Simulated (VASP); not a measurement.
LiC18: single point with LDA

The system is LiC18, a slab with vacuum.

```
CELL_PARAMETERS angstrom
7.39800 0.00000 0.00000
-3.69900 6.40686 0.00000
0.00000 0.00000 12.00000
ATOMIC_POSITIONS crystal
C 0.00835 0.00992 0.08532
C 0.23024 0.12118 0.08564
C 0.00804 0.34286 0.08448
C 0.22996 0.45299 0.08298
C 0.00707 0.67588 0.08298
C 0.22930 0.78706 0.07934
C 0.34149 0.01010 0.08469
C 0.56431 0.12150 0.08653
C 0.34184 0.34298 0.08512
C 0.56400 0.45428 0.08532
C 0.34115 0.67522 0.07931
C 0.56418 0.78741 0.08470
C 0.67558 0.01023 0.08654
C 0.89758 0.12106 0.08613
C 0.67514 0.34350 0.08612
C 0.89694 0.45396 0.08447
C 0.67526 0.67616 0.08564
C 0.89706 0.78775 0.08512
Li 0.35769 0.80383 0.23205
```

```json
{"Program": "VASP 6.6.1", "Task": "single point", "Functional": "LDA", "Potentials or basis": "VASP PAW LDA potentials, release 64 (C, Li_sv)", "Cutoff": "520 eV", "k mesh": "2 × 2 × 1", "Occupations": "fermi-dirac, width 0.05 eV", "Spin": "collinear spin, zero start", "Starting moments": "[0.0, 0.0, 0.0, 0.0, 0.0, 0.0, 0.0, 0.0, 0.0, 0.0, 0.0, 0.0, 0.0, 0.0, 0.0, 0.0, 0.0, 0.0, 0.0] μB"}
```

* Largest force: 0.440 eV/Å
* Net moment: 0.00 μB per cell
* Valence electrons inside the program's atomic spheres: C 2.65, 2.66 (each value once); Li 2.07

Forces on the atoms (eV/Å):
```
C   -0.008 -0.024 -0.005
C   -0.012 -0.017 -0.001
C   -0.012 -0.022 -0.006
C   -0.008 -0.023 -0.007
C   -0.016 -0.015 -0.005
C   -0.024 -0.025 -0.008
C   -0.022 -0.023  0.015
C   -0.006 -0.016  0.016
C   -0.011 -0.025 -0.001
C   -0.016 -0.019 -0.004
C   -0.011 -0.028  0.000
C   -0.012 -0.026  0.012
C   -0.012 -0.017  0.014
C   -0.014 -0.019  0.008
C   -0.008 -0.021  0.005
C   -0.010 -0.020 -0.004
C   -0.009 -0.020 -0.005
C   -0.012 -0.020 -0.001
Li   0.222  0.380 -0.022
```

Levels at points of the mesh, in eV from the Fermi level:
Spin up:
| k point | band 34 | band 35 | band 36 | band 37 | band 38 | band 39 | band 40 | band 41 |
| --- | --- | --- | --- | --- | --- | --- | --- | --- |
| (0.00, 0.00, 0.00) | -3.64 | -3.63 | -0.87 | -0.85 | -0.72 | -0.71 | 0.87 | 2.91 |
| (0.50, 0.00, 0.00) | -3.54 | -3.37 | -3.36 | -3.05 | 0.73 | 1.20 | 1.53 | 1.72 |
| (0.00, 0.50, 0.00) | -3.54 | -3.37 | -3.36 | -3.05 | 0.73 | 1.20 | 1.53 | 1.72 |
| (0.50, 0.50, 0.00) | -3.53 | -3.40 | -3.34 | -3.05 | 0.76 | 1.25 | 1.53 | 1.59 |
Spin down:
| k point | band 34 | band 35 | band 36 | band 37 | band 38 | band 39 | band 40 | band 41 |
| --- | --- | --- | --- | --- | --- | --- | --- | --- |
| (0.00, 0.00, 0.00) | -3.64 | -3.63 | -0.87 | -0.85 | -0.72 | -0.71 | 0.87 | 2.91 |
| (0.50, 0.00, 0.00) | -3.54 | -3.37 | -3.36 | -3.05 | 0.73 | 1.20 | 1.53 | 1.72 |
| (0.00, 0.50, 0.00) | -3.54 | -3.37 | -3.36 | -3.05 | 0.73 | 1.20 | 1.53 | 1.72 |
| (0.50, 0.50, 0.00) | -3.53 | -3.40 | -3.34 | -3.05 | 0.76 | 1.25 | 1.53 | 1.59 |

It took 5.7 min on 1 thread of Intel(R) Xeon(R) 6975P-C (Granite Rapids), on a shared host, peak memory 0.56 GiB.

Caveat: the k points lie up to 0.49 Å⁻¹ apart.
